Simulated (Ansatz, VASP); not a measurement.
**NbTe in VASP and in Ansatz**

INCAR

```
  PREC = Accurate
  ENCUT = 500
  EDIFF = 1E-6
  ISMEAR = -1
  SIGMA = 0.1
  LREAL = F
  LASPH = T
  NELM = 120
  ALGO = Normal
  ISIF = 2
  LWAVE = F
  LCHARG = F
  GGA = PS
  NBANDS = 16
  GGA_COMPAT = F
```

File KPOINTS:

```
regular mesh
0
Gamma
  7 7 6
```

POSCAR

```
NbTe
1.0
    3.6529276759      0.0000000000      0.0000000000
   -1.8264638379      3.1635286059      0.0000000000
    0.0000000000      0.0000000000      3.6442831093
Nb Te
1 1
Direct
    0.0000000000      0.0000000000      0.5000000000
    0.6666666667      0.3333333333      0.0000000000
```

Input for Ansatz:

```yaml
crystal:
  lattice:
    - [3.6529276758927196, 0.0, 0.0]
    - [-1.8264638379463598, 3.163528605923262, 0.0]
    - [0.0, 0.0, 3.6442831093297765]
  atoms:
    - { symbol: Nb, position: [0.0, 0.0, 0.5] }
    - { symbol: Te, position: [0.6666666666666666, 0.3333333333333333, 0.0] }
basis:
  ecutwfc: 450.0
kpoints:
  mp_grid:
    grid: [7, 7, 6]
hamiltonian:
  xc: pbesol
  pseudopotentials:
    kind: paw
scf:
  occupations:
    method: fermi_dirac
    width: 0.1
output:
  stress: true
```

Alike in both runs: task single point; functional PBEsol; k mesh 7 × 7 × 6; occupations fermi-dirac, width 0.1 eV; no spin polarisation.

|  | VASP | Ansatz |
| --- | --- | --- |
| version | VASP 6.6.1 | Ansatz 0.2.0 |
| potentials or method | VASP PAW PBE potentials, release 64 (Nb_sv, Te), cutoff 500 eV | plane waves, PAW |
| valence electrons in the cell | 19 | 29 |

VASP gave:

| Property | Result |
| --- | --- |
| pressure (GPa) | -0.2 |
| traceless stress, the component that is largest in VASP (GPa) | 0.63 |

Problem. Estimate Ansatz's values.

Solution. Pressure (GPa): -0.1; traceless stress, the component that is largest in VASP (GPa): 0.65.

VASP's potentials were made for PBE, not for PBEsol. VASP's potentials hold 19 valence electrons a cell and Ansatz's 29, so a difference there can come from the potentials and not from the codes.

Spin-orbit coupling is off throughout.
